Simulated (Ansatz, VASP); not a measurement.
SnTe3: VASP beside Ansatz

```xyz
4
Lattice="0.0000 3.8353 3.8353 3.8353 0.0000 3.8353 3.8353 3.8353 0.0000" Properties=species:S:1:pos:R:3 pbc="T T T"
Te    3.8353    3.8353    3.8353
Te    5.7530    5.7530    5.7530
Te    1.9177    1.9177    1.9177
Sn    0.0000    0.0000    0.0000
```

Alike in both runs: task single point; functional LDA; k mesh 6 × 6 × 6; occupations fermi-dirac, width 0.05 eV; no spin polarisation.

|  | VASP | Ansatz |
| --- | --- | --- |
| version | VASP 6.6.1 | Ansatz 0.2.0 |
| potentials or method | VASP PAW LDA potentials, release 64 (Te, Sn_d) | Ansatz PAW |
| plane-wave cutoff (eV) | 520 | 420 |
| valence electrons in the cell | 32 | 62 |

|  | VASP | Ansatz | Ansatz less VASP |
| --- | --- | --- | --- |
| gap on the k mesh at the Fermi level (eV) | none | none | - |
| pressure (GPa) | -2.9 | -2.9 | -0.01 |

LDA's correlation is that of Perdew and Zunger in VASP and of Perdew and Wang (1992) in Ansatz. A gap of «none» marks a metal or a gap that the smearing closes. VASP's potentials hold 32 valence electrons a cell and Ansatz's 62, so a difference there can come from the potentials and not from the codes.

Neither program's run includes spin-orbit coupling.
